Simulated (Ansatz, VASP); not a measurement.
# LiTaO2: VASP beside Ansatz

```xyz
4
Lattice="1.4257 0.8231 5.3532 -1.4257 0.8231 5.3532 0.0000 -1.6462 5.3532" Properties=species:S:1:pos:R:3 pbc="T T T"
Li    0.0000    0.0000    0.0000
Ta    0.0000    0.0000    8.0298
O     0.0000    0.0000    4.0744
O     0.0000    0.0000   11.9852
```

Alike in both runs: functional r2SCAN; k mesh 6 × 6 × 6; occupations gaussian, width 0.1 eV; no spin polarisation.

Ansatz relaxed the structure, and its values are those at the end. VASP's run is a single point on that final structure, the one shown.

|  | VASP | Ansatz |
| --- | --- | --- |
| version | VASP 6.6.1 | Ansatz 0.2.0 |
| potentials or method | VASP PAW PBE potentials, release 64 (Li_sv, Ta_sv_GW, O), cutoff 830 eV | scalar-relativistic, plane waves, PAW |
| valence electrons in the cell | 28 | 28 |

Ansatz gave:

```
gap on the k mesh at the Fermi level (eV) : none
pressure (GPa)                            : 0.0
rms of the force components (eV/Å)        : 0.001
```

Problem. Which values does VASP return?

Solution. gap on the k mesh at the Fermi level (eV): none; pressure (GPa): -0.1; rms of the force components (eV/Å): 0.010.

VASP's potentials were made for PBE, not for r2SCAN. A gap of «none» marks a metal or a gap that the smearing closes.

The k mesh is coarse, so the values compare programs but aren't converged. Spin-orbit coupling is off throughout.
